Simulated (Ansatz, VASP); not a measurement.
## MgO: VASP beside Ansatz

The input INCAR:

```
PREC     = Accurate       # precision mode
ENCUT    = 600            # plane-wave cutoff, eV
EDIFF    = 1E-6           # SCF threshold, eV
ISMEAR   = 0              # smearing method
SIGMA    = 0.02           # smearing width, eV
LREAL    = F              # projectors in reciprocal space
LASPH    = T              # aspherical terms in the spheres
NELM     = 60             # most SCF steps
ALGO     = Normal         # electronic algorithm
ISIF     = 3              # what is computed and relaxed
LWAVE    = F              # write WAVECAR
LCHARG   = F              # write CHGCAR
GGA      = PE             # functional
IBRION   = 2              # ionic algorithm
NSW      = 100            # ionic steps
EDIFFG   = -0.002         # ionic threshold
```

Contents of KPOINTS:

```
Automatic mesh
0
Gamma
  10 10 10
```

The input POSCAR:

```
MgO
1.0
    0.0000000000      2.1085000000      2.1085000000
    2.1085000000      0.0000000000      2.1085000000
    2.1085000000      2.1085000000      0.0000000000
Mg O
1 1
Direct
    0.0000000000      0.0000000000      0.0000000000
    0.5000000000      0.5000000000      0.5000000000
```

Input for Ansatz:

```yaml
crystal:
  lattice:
    - [0.0, 2.1085, 2.1085]
    - [2.1085, 0.0, 2.1085]
    - [2.1085, 2.1085, 0.0]
  atoms:
    - { symbol: Mg, position: [0.0, 0.0, 0.0] }
    - { symbol: O, position: [0.5, 0.5, 0.5] }
basis: {}
kpoints:
  mp_grid: { grid: [10, 10, 10] }
hamiltonian:
  xc: pbe
  pseudopotentials: { kind: nc }
scf:
  occupations: { method: gaussian, width: 0.02 }
output:
  forces: true
  stress: true
  eigenvalues: true
relax:
  adjacent_minimum: "off"
  f_tol: 0.002
  max_steps: 80
  cell: { stress_tol: 0.02 }
```

Alike in both runs: task relaxation of cell and atoms; functional PBE; k mesh 10 × 10 × 10; occupations gaussian, width 0.02 eV; no spin polarisation.

```csv
,VASP,Ansatz
version,VASP 6.6.1,Ansatz 0.2.0
potentials or method,"VASP PAW PBE potentials, release 64 (Mg, O)","scalar-relativistic, plane waves, norm-conserving pseudopotentials"
plane-wave cutoff (eV),600,1240
valence electrons in the cell,8,16
```

Ansatz gave:

| Quantity | Value |
| --- | --- |
| gap on the k mesh at the Fermi level, each at its own relaxed structure (eV) | 4.46 |
| relaxed volume (Å³/atom) | 9.63 |
| relaxed cell length with the largest relative difference (Å) | 3.009 |

Q: What did VASP give for the same quantities?

A: gap on the k mesh at the Fermi level, each at its own relaxed structure (eV): 4.50; relaxed volume (Å³/atom): 9.56; relaxed cell length with the largest relative difference (Å): 3.002.

VASP's potentials hold 8 valence electrons a cell and Ansatz's 16, so a difference there can come from the potentials and not from the codes.
